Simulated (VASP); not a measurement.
Write the native input for VASP 6.6.1 that does the following.

| Item | Value |
| --- | --- |
| Task | single point |
| Functional | PBE |
| Potentials or basis | VASP PAW PBE potentials, release 64 (Ag) |
| Cutoff | 520 eV |
| k mesh | 20 × 20 × 20 |
| Occupations | gaussian, width 0.15 eV |
| Spin | no spin polarisation |
| Dipole correction | no |
| Further INCAR settings | ALGO = Normal; EDIFF = 1e-06; NBANDS = 12 |

The structure of Ag lies in POSCAR:

```
Ag
1.0
    0.0000000000      2.1197162500      2.0431000000
    2.1197162500      0.0000000000      2.0431000000
    2.1197162500      2.1197162500      0.0000000000
Ag
1
Direct
    0.0000000000      0.0000000000      0.0000000000
```

This cell differs from its parent crystal: strain +0.0375 x Voigt [1, 1, 0, 0, 0, 0].

These files were run (other wordings do the same):

INCAR

```
ALGO = Normal
EDIFF = 1E-6
ENCUT = 520
GGA = PE
ISIF = 2
ISMEAR = 0
LASPH = True
LCHARG = False
LREAL = False
LWAVE = False
NBANDS = 12
NELM = 80
PREC = Accurate
SIGMA = 0.15
```

KPOINTS

```
k-points
0
Gamma
  20 20 20
```

Potentials or basis: VASP PAW PBE potentials, release 64 (Ag).

Launch:

```bash
$ cat potpaw_PBE.64/Ag/POTCAR > POTCAR
$ mpirun -np 1 vasp_std > vasp.out
```

Results of the run:

```json
{"Pressure": "-2.5 GPa"}
```

Caveat: the cell differs from its parent crystal (strain +0.0375 x Voigt [1, 1, 0, 0, 0, 0]).

Run time: 48 s on 1 thread of Intel(R) Xeon(R) Platinum 8488C (Sapphire Rapids), on a shared host, peak memory 0.25 GiB.
